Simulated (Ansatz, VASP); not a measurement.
## One calculation of Mo, two programs

POSCAR

```
Mo
1.0
    0.0000000000      2.7875240904      2.7875240904
    2.7875240904      0.0000000000      2.7875240904
    2.7875240904      2.7875240904      0.0000000000
Mo
2
Direct
    0.1250000000      0.1250000000      0.1250000000
    0.8750000000      0.8750000000      0.8750000000
```

Contents of INCAR.step1:

```
SYSTEM = Mo
ALGO = Normal
EDIFF = 1E-4
ENCUT = 520
GGA = PE
ISMEAR = -1
LASPH = .TRUE.
LCHARG = .FALSE.
LREAL = .FALSE.
LWAVE = .TRUE.
NBANDS = 21
NELM = 60
PREC = Accurate
SIGMA = 0.1
```

Contents of INCAR.step2:

```
SYSTEM = Mo
ALGO = Normal
EDIFF = 1E-7
ENCUT = 520
ISIF = 2
ISMEAR = -1
ISTART = 1
LASPH = .TRUE.
LCHARG = .FALSE.
LMIXTAU = .TRUE.
LREAL = .FALSE.
LWAVE = .FALSE.
METAGGA = R2SCAN
NBANDS = 21
NELM = 60
PREC = Accurate
SIGMA = 0.1
```

The input KPOINTS:

```
k-points
0
G
  11 11 11
  0 0 0
```

Input for Ansatz:

```yaml
crystal:
  lattice:
    - [0.0, 2.7875240904, 2.7875240904]
    - [2.7875240904, 0.0, 2.7875240904]
    - [2.7875240904, 2.7875240904, 0.0]
  atoms:
    - { symbol: Mo, position: [0.125, 0.125, 0.125] }
    - { symbol: Mo, position: [0.875, 0.875, 0.875] }
hamiltonian:
  xc: r2scan
  pseudopotentials:
    kind: paw
    azcp:
      Mo: "pseudopotentials/Mo.paw.azcp"
basis:
  ecutwfc: 500
  fft_grid_basis: typed
kpoints:
  mp_grid: { grid: [11, 11, 11], shift: [0, 0, 0] }
magnetization:
  spin_polarized: false
scf:
  occupations: { method: fermi_dirac, width: 0.1 }
  lower_state_search: "off"
output:
  stress: true
  write_density: true
  write_potential: true
  elf: true
  volumetric_format: npy
```

Alike in both runs: task single point; functional r2SCAN; k mesh 11 × 11 × 11; occupations fermi-dirac, width 0.1 eV; no spin polarisation.

|  | VASP | Ansatz |
| --- | --- | --- |
| version | VASP 6.6.1 | Ansatz 0.2.0 |
| potentials or method | VASP PAW PBE potentials, release 64 (Mo_sv), cutoff 520 eV | plane waves (500 eV) with PAW, scalar-relativistic |
| valence electrons in the cell | 28 | 28 |

|  | VASP | Ansatz | Ansatz less VASP |
| --- | --- | --- | --- |
| pressure (GPa) | 5.9 | 4.9 | -0.94 |

VASP's potentials were made for PBE, not for r2SCAN. The functional is the same, so the differences come from potentials, cutoffs and numerics.
